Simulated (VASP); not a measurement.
# BaTe: single point with r2SCAN

The system is BaTe.

```xyz
2
Lattice="4.2448 0.0000 0.0000 0.0000 4.2448 0.0000 0.0000 0.0000 4.2448" Properties=species:S:1:pos:R:3 pbc="T T T"
Ba    0.0000    0.0000    0.0000
Te    2.1224    2.1224    2.1224
```

```
Program             : VASP 6.6.1
Task                : single point
Functional          : r2SCAN
Potentials or basis : VASP PAW PBE potentials, release 64 (Ba_sv, Te)
Cutoff              : 520 eV
k mesh              : 4 × 4 × 4
Occupations         : gaussian, width 0.01 eV
Spin                : no spin polarisation
```

| Property | Result |
| --- | --- |
| Pressure | 0.6 GPa |
| Band gap on the k mesh | 1.09 eV (least direct gap 1.37 eV) |

Levels at points of the mesh, in eV from the valence-band top:
```tsv
k point	band 6	band 7	band 8	band 9	band 10	band 11
(0.00, 0.00, 0.00)	-0.38	-0.38	-0.38	1.09	1.09	3.21
(0.50, 0.00, 0.00)	-3.43	-0.88	-0.88	1.92	5.31	5.38
(0.50, 0.50, 0.00)	-2.11	-2.11	0.00	1.37	3.04	3.30
(0.50, 0.50, 0.50)	-2.99	-2.99	-2.99	5.27	5.27	5.27
```

Run time: 39 s on 1 thread of Intel(R) Xeon(R) Platinum 8259CL CPU @ 2.50GHz (Skylake/Cascade Lake), on a shared host, peak memory 0.19 GiB.

Caveat: the PAW data sets were made with another functional, which shifts forces and pressure a little; spin-orbit coupling is left out, which moves the levels of the heavy elements. A k mesh can miss the band edges.
